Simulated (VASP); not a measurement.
Set up this calculation in VASP 6.6.1, as the native input.

```
Task                   : single point
Functional             : PBE
Dispersion             : D3(BJ)
Potentials or basis    : VASP PAW PBE potentials, release 64 (Ti_sv, Te)
Cutoff                 : 520 eV
k mesh                 : 15 × 15 × 8
Occupations            : gaussian, width 0.1 eV
Spin                   : no spin polarisation
Dipole correction      : no
Further INCAR settings : ALGO = Normal; EDIFF = 1e-06; NBANDS = 19
```

The structure of TiTe2 lies in POSCAR:

```
TiTe2
1.0
    3.6284970460      0.0000000000      0.0000000000
   -1.8142485230      3.1423706194      0.0000000000
    0.0000000000      0.0000000000      6.2294046174
Ti Te
1 2
Direct
    0.0000000000      0.0000000000      0.0000000000
    0.6666666667      0.3333333333      0.2786862758
    0.3333333333      0.6666666667      0.7213137242
```

These files were run (other wordings do the same):

INCAR

```
SYSTEM = TiTe2
PREC = Accurate ; ENCUT = 520
EDIFF = 1E-6 ; ISMEAR = 0
SIGMA = 0.1 ; LREAL = .False.
LASPH = .True. ; NELM = 80
ALGO = Normal ; ISIF = 2
LWAVE = .False. ; LCHARG = .False.
GGA = PE ; IVDW = 12
NBANDS = 19
```

KPOINTS

```
regular mesh
0
Gamma
  15 15 8
  0 0 0
```

Potentials or basis: VASP PAW PBE potentials, release 64 (Ti_sv, Te).

Launch:

```bash
$ cat potpaw_PBE.64/Ti_sv/POTCAR potpaw_PBE.64/Te/POTCAR > POTCAR
$ mpirun -np 1 vasp_std > vasp.out
```

It gave:

| Property | Result |
| --- | --- |
| Pressure | 3.0 GPa |
| Largest force | 0.007 eV/Å |
| Band gap on the k mesh | zero (bands 12 and 13 overlap by 0.88 eV) |
| Dispersion energy per atom | -0.556 eV |

Caveat: the cell stands under pressure; spin-orbit coupling is left out, which moves the levels of the heavy elements.

Wall time 4.9 min on 1 thread of Intel Xeon 8259CL, with other jobs on the host, peak memory 0.39 GiB.
